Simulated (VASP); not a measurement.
Wanted: the native input for a VASP 6.6.1 run.

```yaml
Task: single point
Functional: PBE
Potentials_or_basis: VASP PAW PBE potentials, release 64 (Ti_sv, Al)
Cutoff: 520 eV
k_mesh: 18 × 18 × 10
Occupations: gaussian, width 0.15 eV
Spin: no spin polarisation
Dipole_correction: no
Further_INCAR_settings: ALGO = Normal; EDIFF = 1e-06; NBANDS = 14
```

The structure of TiAl lies in POSCAR:

```
TiAl
1.0
    2.9530000000      0.0000000000      0.0000000000
   -1.4765000000      2.5573730174      0.0000000000
    0.0000000000      0.0000000000      4.5090000000
Ti Al
1 1
Direct
    0.0000000000      0.0000000000      0.0000000000
    0.3333333333      0.6666666667      0.5000000000
```

One way to write it, as run:

INCAR

```
SYSTEM = TiAl
PREC = Accurate ; ENCUT = 520
EDIFF = 1E-6 ; ISMEAR = 0
SIGMA = 0.15 ; LREAL = .False.
LASPH = .True. ; NELM = 100
ALGO = Normal ; ISIF = 2
LWAVE = .False. ; LCHARG = .False.
GGA = PE ; NBANDS = 14
```

KPOINTS

```
regular mesh
0
Gamma
  18 18 10
  0 0 0
```

Potentials or basis: VASP PAW PBE potentials, release 64 (Ti_sv, Al).

The run is started by

```console
$ cat potpaw_PBE.64/Ti_sv/POTCAR potpaw_PBE.64/Al/POTCAR > POTCAR
$ mpirun -np 1 vasp_std > vasp.out
```

Results of the run:

```yaml
Pressure: -1.1 GPa
```

Run time: 32 s on 1 thread of Intel(R) Xeon(R) 6975P-C (Granite Rapids) (shared host), peak memory 0.23 GiB.
